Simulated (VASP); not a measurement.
Input of a VASP 6.6.1 run:

INCAR

```
  PREC = Accurate
  ENCUT = 520
  EDIFF = 1E-6
  ISMEAR = -1
  SIGMA = 0.01
  LREAL = Auto
  LASPH = True
  NELM = 120
  ALGO = Normal
  ISIF = 2
  LWAVE = False
  LCHARG = False
  GGA = PE
  NELECT = 270.0
  NBANDS = 156
  GGA_COMPAT = False
  ISYM = -1
```

The input KPOINTS:

```
explicit points
1
Reciprocal
  0.25000000   0.25000000   0.25000000 1
```

The input POSCAR:

```
NaGa12O18
1.0
    0.0000000000      9.2496621800      0.0000000000
   -1.3977182400      0.0000000000      5.7085775500
    6.2279771500     -1.5416103600      0.0067278600
Ga O Na
12 18 1
Direct
    0.1178264990      0.6457434843      0.6822737695
    0.2316492403      0.3066546937      0.3075123451
    0.3096115994      0.1946080127      0.8160198804
    0.0219294475      0.7855058901      0.1163387233
    0.4426017375      0.6856674106      0.6770968719
    0.5561373873      0.3062550576      0.3169289534
    0.6308781986      0.2059560507      0.8106459621
    0.3678804035      0.7867534542      0.1835492690
    0.7667132788      0.6867883250      0.6863380301
    0.8814078284      0.3463339176      0.3115363443
    0.9765348684      0.2087818159      0.8754362807
    0.6891999683      0.7976847509      0.1780267492
    0.1804020489      0.7208829873     -0.0008082399
    0.1778321898      0.2656059101      0.9908150073
    0.2741265227      0.4177787198      0.6365737769
    0.0433220462      0.5928374650      0.3425095640
    0.0470938075      0.1165783841      0.2469215440
    0.2694631783      0.8831710373      0.6609298924
    0.4981972959      0.7389727405      0.0007139844
    0.5006193129      0.2539058997      0.9934037583
    0.6055342645      0.4357366875      0.6473570822
    0.3933344572      0.5567889810      0.3466069420
    0.3940626032      0.0996442983      0.3286031088
    0.6044161250      0.8930757342      0.6651317344
    0.8207186676      0.7246346412      0.0028174566
    0.8185609006      0.2691272642      0.9945423589
    0.9559432635      0.3988957364      0.6508390685
    0.7251798983      0.5746371344      0.3576701954
    0.7293593598      0.1090302235      0.3331689379
    0.9520215760      0.8757399269      0.7486353204
    0.9996868113      0.9942708056      0.4967404931
```

Potentials or basis: VASP PAW PBE potentials, release 64 (Ga_d, O, Na_pv).

Run with:

```sh
$ cat potpaw_PBE.64/Ga_d/POTCAR potpaw_PBE.64/O/POTCAR potpaw_PBE.64/Na_pv/POTCAR > POTCAR
$ mpirun -np 1 vasp_std > vasp.out
```

Q: Estimate the largest force.

A: 0.041 eV/Å.

Forces in eV/Å, atoms in the order of the input:
```
Ga   0.012  0.004  0.012
Ga  -0.012 -0.023  0.005
Ga  -0.007 -0.005  0.010
Ga   0.010  0.009 -0.029
Ga   0.011  0.003  0.011
Ga  -0.018  0.002  0.000
Ga  -0.009  0.000 -0.002
Ga   0.002 -0.004 -0.003
Ga   0.016  0.023 -0.013
Ga  -0.007  0.005 -0.036
Ga   0.005 -0.011  0.007
Ga   0.003  0.011 -0.011
O    0.002  0.016  0.006
O   -0.001  0.006  0.010
O    0.001  0.009 -0.004
O   -0.002  0.021  0.010
O   -0.031  0.004  0.026
O   -0.025 -0.013  0.004
O   -0.013  0.001 -0.005
O    0.017  0.001  0.005
O    0.003  0.006 -0.008
O   -0.001 -0.004  0.002
O    0.024 -0.003 -0.012
O   -0.024 -0.004  0.014
O   -0.003 -0.011 -0.006
O    0.001 -0.008  0.008
O   -0.001 -0.020 -0.001
O   -0.004 -0.016  0.007
O    0.027  0.020  0.003
O    0.027 -0.009 -0.022
Na  -0.004 -0.008  0.011
```

Caveat: the cell carries a net charge on a neutralising background, which shifts energy and pressure.
